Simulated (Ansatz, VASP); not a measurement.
## Two plane-wave programs on ZnO

```xyz
4
Lattice="3.4062 0.0000 0.0000 -1.7031 2.9499 0.0000 0.0000 0.0000 4.9866" Properties=species:S:1:pos:R:3 pbc="T T T"
Zn    0.0000    1.9666    0.0287
Zn    1.7031    0.9833    2.5220
O     0.0000    1.9666    1.8766
O     1.7031    0.9833    4.3699
```

Alike in both runs: task single point; functional PBEsol; k mesh 9 × 9 × 6; occupations gaussian, width 0.02 eV; no spin polarisation.

|  | VASP | Ansatz |
| --- | --- | --- |
| version | VASP 6.6.1 | Ansatz 0.2.0 |
| potentials or method | VASP PAW PBE potentials, release 64 (Zn, O), cutoff 520 eV | scalar-relativistic, plane waves, PAW |
| valence electrons in the cell | 36 | 36 |

VASP gave:

* gap on the k mesh at the Fermi level (eV): 0.60
* least direct gap on the mesh (eV): 0.60
* pressure (GPa): -3.7
* traceless stress, the component that is largest in VASP (GPa): 17.46
* rms of the force components (eV/Å): 0.842

Q: What did Ansatz give for the same quantities?

A: gap on the k mesh at the Fermi level (eV): 0.62; least direct gap on the mesh (eV): 0.62; pressure (GPa): -4.5; traceless stress, the component that is largest in VASP (GPa): 16.75; rms of the force components (eV/Å): 0.796.

VASP's potentials were made for PBE, not for PBEsol. Atom by atom the forces differ by 0.046 eV/Å (rms over components).
